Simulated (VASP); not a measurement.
Set up this calculation in VASP 6.6.1, as the native input.

```
Task                   : single point
Functional             : RPBE
Potentials or basis    : VASP PAW PBE potentials, release 64 (Pd)
Cutoff                 : 520 eV
k mesh                 : 22 × 22 × 22
Occupations            : fermi-dirac, width 0.1 eV
Spin                   : no spin polarisation
Dipole correction      : no
Further INCAR settings : ALGO = Normal; EDIFF = 1e-07; NBANDS = 11
```

The structure of Pd lies in POSCAR:

```
Pd
1.0
    0.0000000000      1.9656250204      1.9656250204
    1.9656250204      0.0000000000      1.9656250204
    1.9656250204      1.9656250204      0.0000000000
Pd
1
Direct
    0.0000000000      0.0000000000      0.0000000000
```

This cell differs from its parent crystal: volume scaled by 0.96.

The input as run:

INCAR

```
SYSTEM = Pd
PREC = Accurate ; ENCUT = 520
EDIFF = 1E-7 ; ISMEAR = -1
SIGMA = 0.1 ; LREAL = .FALSE.
LASPH = .TRUE. ; NELM = 100
ALGO = Normal ; ISIF = 2
LWAVE = .FALSE. ; LCHARG = .TRUE.
GGA = RP ; LELF = .TRUE.
LVHAR = .TRUE. ; NBANDS = 11
```

KPOINTS

```
regular mesh
0
G
  22 22 22
  0 0 0
```

Potentials or basis: VASP PAW PBE potentials, release 64 (Pd).

Command:

```console
$ cat potpaw_PBE.64/Pd/POTCAR > POTCAR
$ mpirun -np 1 vasp_std > vasp.out
```

It gave:

The pressure is 6.2 GPa and the band gap on the k mesh is zero (band 5 reaches 9.68 eV, above the bottom of band 6 at 8.16 eV).

Caveat: the PAW data sets were made with another functional, which shifts forces and pressure a little.

It took 30 s on 1 thread of Intel(R) Xeon(R) Platinum 8375C CPU @ 2.90GHz (Ice Lake), with other jobs on the host, peak memory 0.18 GiB.
